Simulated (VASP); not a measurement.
# F (P6/mmm) in VASP: further runs

The runs below take F through single point, relaxation of cell and atoms, with PBE.

All numbers are computed with VASP 6.6.1; they aren't measurements. Logs are shortened: lines on timing, memory, paths and dates and some standing lists are left out, and cuts for length are marked.

## (1) The cell of the first run

It takes space group P6/mmm (No. 191, hexagonal). Conventional cell: a = 4.221 Å, b = 4.221 Å, c = 1.678 Å, α = 90.00°, β = 90.00°, γ = 120.00°. F (site symmetry 6/mmm) has 2 F at 1.68 Å within 2.2 Å. Within 2.2 Å of F (site symmetry -6m2) lie 2 F at 1.68 Å.

## (2) Single point, PBE

File INCAR:

```
PREC     = Accurate       # precision mode
ENCUT    = 520            # plane-wave cutoff, eV
EDIFF    = 1E-6           # SCF threshold, eV
ISMEAR   = -1             # smearing method
SIGMA    = 0.08           # smearing width, eV
LREAL    = False          # projectors in reciprocal space
LASPH    = True           # aspherical terms in the spheres
NELM     = 100            # most SCF steps
ALGO     = Normal         # electronic algorithm
ISIF     = 2              # what is computed and relaxed
LWAVE    = False          # write WAVECAR
LCHARG   = False          # write CHGCAR
GGA      = PE             # functional
NBANDS   = 18             # bands
```

File KPOINTS:

```
regular mesh
0
Gamma
  9 9 13
```

File POSCAR:

```
F
1.0
    4.2209355820      0.0000000000      0.0000000000
   -2.1104677910      3.6554374417      0.0000000000
    0.0000000000      0.0000000000      1.6784924555
F
3
Direct
    0.0000000000      0.0000000000      0.0000000000
    0.3333333333      0.6666666667      0.5000000000
    0.6666666667      0.3333333333      0.5000000000
```

Potentials or basis: VASP PAW PBE potentials, release 64 (F).

Command:

```sh
> cat potpaw_PBE.64/F/POTCAR > POTCAR
> mpirun -np 1 vasp_std > vasp.out
```

OUTCAR:

```text
PREC = Accurate
   ENCUT = 520
   EDIFF = 1E-6
   ISMEAR = -1
   LREAL = False
   LASPH = True
   NELM = 100
   ISIF = 2
   GGA = PE

 ion  position               nearest neighbor table
   1  0.000  0.000  0.000-
   2  0.333  0.667  0.500-
   3  0.667  0.333  0.500-

  LATTYP: Found a hexagonal cell.
 ALAT       =     4.2209355820
 C/A-ratio  =     0.3976588656

  Lattice vectors:

 A1 = (   4.2209355820,   0.0000000000,   0.0000000000)
 A2 = (  -2.1104677910,   3.6554374417,   0.0000000000)
 A3 = (   0.0000000000,   0.0000000000,   1.6784924555)

Analysis of symmetry for initial positions (statically):
=====================================================================
 Subroutine PRICEL returns:
 Original cell was already a primitive cell.

 Routine SETGRP: Setting up the symmetry group for a
 hexagonal supercell.

 Subroutine GETGRP returns: Found 24 space group operations
 (whereof 24 operations were pure point group operations)
 out of a pool of 24 trial point group operations.

The static configuration has the point symmetry D_6h.

Analysis of symmetry for dynamics (positions and initial velocities):
=====================================================================
 Subroutine PRICEL returns:
 Original cell was already a primitive cell.

 Routine SETGRP: Setting up the symmetry group for a
 hexagonal supercell.

 Subroutine GETGRP returns: Found 24 space group operations
 (whereof 24 operations were pure point group operations)
 out of a pool of 24 trial point group operations.

The dynamic configuration has the point symmetry D_6h.

 Subroutine INISYM returns: Found 24 space group operations
 (whereof 24 operations are pure point group operations),
 and found     1 'primitive' translations

----------------------------------------------------------------------------------------

                                     Primitive cell

  volume of cell :      25.8981

  direct lattice vectors                    reciprocal lattice vectors
     4.220935582  0.000000000  0.000000000     0.236914300  0.136782535  0.000000000
    -2.110467791  3.655437442  0.000000000     0.000000000  0.273565070  0.000000000
     0.000000000  0.000000000  1.678492456     0.000000000  0.000000000  0.595772711

  length of vectors
     4.220935582  4.220935582  1.678492456     0.273565070  0.273565070  0.595772711

  position of ions in fractional coordinates (direct lattice)
     0.000000000  0.000000000  0.000000000
     0.333333333  0.666666667  0.500000000
     0.666666667  0.333333333  0.500000000

  ion indices of the primitive-cell ions
   primitive index   ion index
                 1           1
                 2           2
                 3           3

----------------------------------------------------------------------------------------

 KPOINTS: regular mesh

Automatic generation of k-mesh.
 Grid dimensions read from file:
 generate k-points for:    9    9   13

 Generating k-lattice:

  Cartesian coordinates                     Fractional coordinates (reciprocal lattice)
     0.026323811  0.015198059  0.000000000     0.111111111  0.000000000  0.000000000
     0.000000000  0.030396119  0.000000000     0.000000000  0.111111111  0.000000000
     0.000000000  0.000000000  0.045828670     0.000000000  0.000000000  0.076923077

  Length of vectors
     0.030396119  0.030396119  0.045828670

  Shift w.r.t. Gamma in fractional coordinates (k-lattice)
     0.000000000  0.000000000  0.000000000

 Subroutine IBZKPT returns following result:
 ===========================================

 Found     84 irreducible k-points:

 Following reciprocal coordinates:
            Coordinates               Weight
  0.000000  0.000000  0.000000      1.000000
  0.111111  0.000000  0.000000      6.000000
  0.222222  0.000000  0.000000      6.000000
  0.333333  0.000000  0.000000      6.000000
  0.444444  0.000000  0.000000      6.000000
  0.111111  0.111111  0.000000      6.000000
[... 16 lines left out ...]
  0.333333  0.222222  0.076923     24.000000
  0.333333  0.333333  0.076923      4.000000
 [... further k-points ...]
   k-points           NKPTS =     84   k-points in BZ     NKDIM =     84   number of bands    NBANDS=     18
   number of dos      NEDOS =    301   number of ions     NIONS =      3
   total plane-waves  NPLWV =  12288
   dimension x,y,z NGX =    32 NGY =   32 NGZ =   12
   dimension x,y,z NGXF=    64 NGYF=   64 NGZF=   24
   ions per type =               3
   NGX,Y,Z   is equivalent  to a cutoff of  12.60, 12.60, 11.89 a.u.
   NGXF,Y,Z  is equivalent  to a cutoff of  25.21, 25.21, 23.77 a.u.
 SYSTEM =  unknown system
   PREC   = accura    normal or accurate (medium, high low for compatibility)
   ISTART =      0    job   : 0-new  1-cont  2-samecut
   ICHARG =      2    charge: 1-file 2-atom 10-const
   ISPIN  =      1    spin polarized calculation?
   LNONCOLLINEAR =      F non collinear calculations
   LSORBIT =      F    spin-orbit coupling
   LASPH  =      T    aspherical Exc in radial PAW
   ENCUT  =  520.0 eV  38.22 Ry    6.18 a.u.   7.85  7.85  3.12*2*pi/ulx,y,z
   NELM   =    100;   NELMIN=  2; NELMDL= -5     # of ELM steps
   EDIFF  = 0.1E-05   stopping-criterion for ELM
   LREAL  =      F    real-space projection
   EDIFFG = 0.1E-04   stopping-criterion for IOM
   NSW    =      0    number of steps for IOM
   IBRION =     -1    ionic relax: 0-MD 1-quasi-New 2-CG
   NFREE  =      0    steps in history (QN), initial steepest desc. (CG)
   ISIF   =      2    stress and relaxation
   ISYM   =      2    0-nonsym 1-usesym 2-fastsym
   POTIM  = 0.5000    time-step for ionic-motion
   TEBEG  =    0.0;   TEEND  =   0.0 temperature during run
   PSTRESS=    0.0 pullay stress
   NELECT =      21.0000    total number of electrons
   NUPDOWN=      -1.0000    fix difference up-down
   EMIN   =  10.00;   EMAX   =-10.00  energy-range for DOS
   EFERMI =   0.00;   METHOD = LEGACY
   ISMEAR =    -1;   SIGMA  =   0.08  broadening in eV -4-tet -1-fermi 0-gaus
   EFERMI_NEDOS =   21; number of points for ismear=-14 and -15
   IALGO  =     38    algorithm
   IMIX   =      4    mixing-type and parameters
     AMIX     =   0.40;   BMIX     =  1.00
     AMIX_MAG =   1.60;   BMIX_MAG =  1.00
  volume/ion in A,a.u.               =       8.63        58.26
  Fermi-wavevector in a.u.,A,eV,Ry     =   1.526601  2.884857 31.708507  2.330509
  Thomas-Fermi vector in A             =   2.634612
   LORBIT       =      0    0 simple, 1 ext, 2 COOP (PROOUT), +10 PAW based schemes
   GGA     = PE    functional components
   LHFCALC =     F    Hartree Fock is set to
   AEXX    =    0.0000 exact exchange contribution
   IVDW    =     0    specifies the selected vdW correction
   LEPSILON=     F    determine dielectric tensor
   LRPA    =     F    only Hartree local field effects (RPA)
 non-spin polarized calculation
  energy-cutoff  :      520.00
  volume of cell :       25.90
 maximum number of plane-waves:       720
 NGX is ok and might be reduce to    32
   NGX = 15   NGY = 15   NGZ =  7

 number of electron      21.0000011 magnetization

 Free energy of the ion-electron system (eV)
  ---------------------------------------------------
  ext. energy  EPLUGINS =         0.00000000
  ---------------------------------------------------
  free energy    TOTEN  =        -3.91762151 eV

  energy without entropy =       -3.85274428  energy(sigma->0) =       -3.88518289

 E-fermi :  -1.5400     XC(G=0): -10.9493

 val. band max:       -1.5533248376   @ k =   0.2222   0.2222   0.3846
 cond. band min:      -1.5154595607   @ k =   0.2222   0.1111   0.3846
 fundamental gap:      0.0378652770
 Fermi energy:        -1.5400208068

 k-point     1 :       0.0000    0.0000    0.0000
  band No.  band energies     occupation
      1     -25.9691      2.00000
      2     -24.8014      2.00000
      3     -24.5688      2.00000
      4      -6.0804      2.00000
      5      -6.0804      2.00000
      6      -5.8633      2.00000
[... 10 lines left out ...]
     17      18.9687      0.00000
     18      29.0921      0.00000

 k-point     2 :       0.1111    0.0000    0.0000
  band No.  band energies     occupation
      1     -25.9296      2.00000
      2     -24.8263      2.00000
      3     -24.5922      2.00000
      4      -6.4213      2.00000
      5      -6.3473      2.00000
      6      -5.4722      2.00000
[... 10 lines left out ...]
     17      19.0426      0.00000
     18      27.6246      0.00000

 k-point     3 :       0.2222    0.0000    0.0000
  band No.  band energies     occupation
      1     -25.8175      2.00000
      2     -24.8990      2.00000
      3     -24.6544      2.00000
      4      -6.7707      2.00000
      5      -6.4559      2.00000
      6      -4.9773      2.00000
[... 10 lines left out ...]
     17      19.2198      0.00000
     18      25.4069      0.00000

 k-point     4 :       0.3333    0.0000    0.0000
  band No.  band energies     occupation
      1     -25.6477      2.00000
      2     -25.0218      2.00000
      3     -24.7275      2.00000
      4      -7.0191      2.00000
      5      -6.2967      2.00000
      6      -4.5711      2.00000
[... 375 lines left out ...]
      4      -6.5059      2.00000
      5      -6.4386      2.00000
      6      -4.8178      2.00000
[... 10 lines left out ...]
     17      19.8277      0.00000
     18      22.8688      0.00000

 k-point    23 :       0.3333    0.2222    0.0769
  band No.  band energies     occupation
      1     -25.1842      2.00000
      2     -24.9763      2.00000
      3     -24.6714      2.00000
      4      -6.5563      2.00000
      5      -6.0730      2.00000
      6      -5.4784      2.00000
[... 10 lines left out ...]
     17      20.4959      0.00000
     18      21.5345      0.00000

 k-point    24 :       0.3333    0.3333    0.0769
  band No.  band energies     occupation
      1     -25.0571      2.00000
      2     -25.0571      2.00000
      3     -24.7223      2.00000
      4      -6.1933      2.00000
      5      -6.0301      2.00000
      6      -6.0301      2.00000
[... 10 lines left out ...]
     17      20.6049      0.00000
     18      20.6049      0.00000

 [... further k-points ...]

------------------------ aborting loop because EDIFF is reached ----------------------------------------

  FORCE on cell =-STRESS in cart. coord.  units (eV):
  Direction    XX          YY          ZZ          XY          YZ          ZX
  --------------------------------------------------------------------------------------
  -------------------------------------------------------------------------------------
  Total        3.5872379      3.5872379      3.6616924      0.0000000     -0.0000000      0.0000000
  in kB      221.9234966    221.9234966    226.5296051      0.0000000     -0.0000000      0.0000000
  external PRESSURE =     223.4588661 kB  Pullay stress =       0.0000000 kB

 VOLUME and BASIS-vectors are now :
 -----------------------------------------------------------------------------
  energy-cutoff  :      520.00
  volume of cell :       25.90
      direct lattice vectors                 reciprocal lattice vectors
     4.220935582  0.000000000  0.000000000     0.236914300  0.136782535  0.000000000
    -2.110467791  3.655437442  0.000000000     0.000000000  0.273565070  0.000000000
     0.000000000  0.000000000  1.678492456     0.000000000  0.000000000  0.595772711

 POSITION                                       TOTAL-FORCE (eV/Angst)
 -----------------------------------------------------------------------------------
      0.00000      0.00000      0.00000         0.000000      0.000000      0.000000
     -0.00000      2.43696      0.83925         0.000000     -0.000000      0.000000
      2.11047      1.21848      0.83925        -0.000000      0.000000      0.000000
 -----------------------------------------------------------------------------------
    total drift:                               -0.000000      0.000000      0.000000

  FREE ENERGIE OF THE ION-ELECTRON SYSTEM (eV)
  ---------------------------------------------------
  free  energy   TOTEN  =        -3.9176215130 eV

  energy  without entropy=       -3.8527442762  energy(sigma->0) =       -3.88518289
```

Wall time 25 s (1 thread of Intel Xeon Platinum 8175M at 2.50GHz (Skylake/Cascade Lake), shared host); peak memory 0.14 GiB.

Results:

```yaml
Free_energy: -3.9176 eV
Pressure: 22.3 GPa
```

Levels at points of the mesh, in eV from the Fermi level:
```csv
k point,band 8,band 9,band 10,band 11,band 12,band 13
"(0.00, 0.00, 0.00)",-1.60,-1.60,3.84,3.95,4.29,12.94
```

Caveat: an odd number of electrons without spin polarisation forces a metal; a magnetic or distorted state may lie lower.

## (3) Single point, PBE

File INCAR:

```
SYSTEM = F
PREC = Accurate ; ENCUT = 520
EDIFF = 1E-7 ; ISMEAR = -1
SIGMA = 0.08 ; LREAL = .FALSE.
LASPH = .TRUE. ; NELM = 100
ALGO = Normal ; ISIF = 2
LWAVE = .FALSE. ; LCHARG = .TRUE.
GGA = PE ; LELF = .TRUE.
LVHAR = .TRUE. ; NBANDS = 18
```

File KPOINTS:

```
regular mesh
0
G
  9 9 13
  0 0 0
```

File POSCAR:

```
F
1.0
    4.2218446294      0.0000000000      0.0000000000
   -2.1109223147      3.6562246999      0.0000000000
    0.0000000000      0.0000000000      1.6792633686
F
3
Direct
    0.0000000000      0.0000000000      0.0000000000
    0.3333333333      0.6666666667      0.5000000000
    0.6666666667      0.3333333333      0.5000000000
```

Potentials or basis: VASP PAW PBE potentials, release 64 (F).

Command:

```sh
> cat potpaw_PBE.64/F/POTCAR > POTCAR
> mpirun -np 1 vasp_std > vasp.out
```

Wall time 29 s (1 thread of Intel Xeon Platinum 8175M at 2.50GHz (Skylake/Cascade Lake), shared host); peak memory 0.14 GiB.

Results (log left out):

```yaml
Free_energy: -3.9209 eV
Pressure: 22.1 GPa
```

Stress tensor (GPa, compression positive):
```
22.12  0.00  0.00
 0.00 22.12  0.00
 0.00  0.00 22.21
```

Levels at points of the mesh, in eV from the Fermi level:
```
           k point  band 7  band 8  band 9  band 10  band 11  band 12  band 13  band 14
(0.00, 0.00, 0.00)   -4.32   -1.60   -1.60     3.83     3.94     4.28    12.94    20.42
```

Caveat: an odd number of electrons without spin polarisation forces a metal; a magnetic or distorted state may lie lower.

(Part 1 of 2 ends here.)
